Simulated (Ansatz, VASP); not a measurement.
**Ni: VASP beside Ansatz**

The input INCAR:

```
SYSTEM = Ni
PREC     = Accurate       ! precision mode
ENCUT    = 520            ! plane-wave cutoff, eV
EDIFF    = 1E-6           ! SCF threshold, eV
ISMEAR   = -1             ! smearing method
SIGMA    = 0.05           ! smearing width, eV
LREAL    = .FALSE.        ! projectors in reciprocal space
LASPH    = .TRUE.         ! aspherical terms in the spheres
NELM     = 150            ! most SCF steps
ALGO     = Normal         ! electronic algorithm
ISIF     = 2              ! what is computed and relaxed
LWAVE    = .FALSE.        ! write WAVECAR
LCHARG   = .FALSE.        ! write CHGCAR
MAGMOM   = 0.6 0 0        ! initial moments
LORBIT   = 11             ! projections on sites
LSORBIT  = .TRUE.         ! spin-orbit coupling
GGA_COMPAT= .FALSE.      
LORBMOM  = .TRUE.       
LMAXMIX  = 4              ! l up to which the mixer works
GGA      = PE             ! functional
NBANDS   = 21             ! bands
```

File KPOINTS:

```
Automatic mesh
0
G
  13 13 13
  0 0 0
```

POSCAR

```
Ni
1.0
   -1.3376882352      1.3376882352      1.4805755529
    1.3376882352     -1.3376882352      1.4805755529
    1.3376882352      1.3376882352     -1.4805755529
Ni
1
Direct
    0.0000000000      0.0000000000      0.0000000000
```

Input for Ansatz:

```yaml
crystal:
  lattice:
    - [-1.3376882352, 1.3376882352, 1.4805755529]
    - [1.3376882352, -1.3376882352, 1.4805755529]
    - [1.3376882352, 1.3376882352, -1.4805755529]
  atoms:
    - { symbol: Ni, position: [0.0, 0.0, 0.0], spin: 0.6, spin_axis: [1.0, 0.0, 0.0] }
magnetization:
  noncollinear: true
  spin_orbit: true
kpoints:
  mp_grid: { grid: [13, 13, 13] }
scf:
  occupations: { method: fermi_dirac, width: 0.05 }
  convergence: { dr2_threshold: 1.0e-09 }
  max_iter: 120
  lower_state_search: "off"
hamiltonian:
  xc: pbe
  pseudopotentials: { kind: paw_fr }
output:
  eigenvalues: false
  hubbard: { sites: [{ species: Ni, l: d }] }
```

Change from the starting cell: stretched by +7 % along [0.0, 0.0, 1.0] at fixed volume; spin-orbit coupling, moments along 100, PAW files.

Alike in both runs: task single point; functional PBE; k mesh 13 × 13 × 13; occupations fermi-dirac, width 0.05 eV; non-collinear spin, spin-orbit coupling.

|  | VASP | Ansatz |
| --- | --- | --- |
| version | VASP 6.6.1 | Ansatz 0.2.0 |
| potentials or method | VASP PAW PBE potentials, release 64 (Ni) | PAW with Ansatz's default frozen-core files, fully relativistic files with spin-orbit coupling |
| plane-wave cutoff (eV) | 520 | 420 |
| valence electrons in the cell | 10 | 18 |

```tsv
	VASP	Ansatz	Ansatz less VASP
net moment per atom (μB)	0.58	0.59	+0.008
```

The functional is the same, so the differences come from potentials, cutoffs and numerics. VASP's potentials hold 10 valence electrons a cell and Ansatz's 18, so a difference there can come from the potentials and not from the codes.
